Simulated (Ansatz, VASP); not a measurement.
**One calculation of AgRh, two programs**

```xyz
2
Lattice="2.4183 0.0000 0.0000 -1.2092 2.0943 0.0000 0.0000 0.0000 4.1867" Properties=species:S:1:pos:R:3 pbc="T T T"
Ag    0.0000    0.0000    2.0933
Rh    1.2092    0.6981    0.0000
```

Change from the starting cell: volume scaled by 0.66, PAW files.

Alike in both runs: task single point; functional PBE; k mesh 14 × 14 × 7; occupations fermi-dirac, width 0.05 eV; collinear spin.

|  | VASP | Ansatz |
| --- | --- | --- |
| version | VASP 6.6.1 | Ansatz 0.2.0 |
| potentials or method | VASP PAW PBE potentials, release 64 (Ag, Rh_pv) | PAW with Ansatz's default frozen-core files, scalar-relativistic |
| plane-wave cutoff (eV) | 520 | 420 |
| valence electrons in the cell | 26 | 36 |

|  | VASP | Ansatz | Ansatz less VASP |
| --- | --- | --- | --- |
| pressure (GPa) | 182.5 | 182.6 | +0.11 |
| traceless stress, the component that is largest in VASP (GPa) | -19.67 | -19.66 | +0.002 |
| net moment per atom (μB) | 0.00 | 0.00 | -0.001 |

Both programs put the cell under a high pressure, so it lies far from rest at this level. VASP's potentials hold 26 valence electrons a cell and Ansatz's 36, so a difference there can come from the potentials and not from the codes. Ansatz's warnings: seeded moment not kept.

Noted on VASP's run: the cell as given lies far from equilibrium.
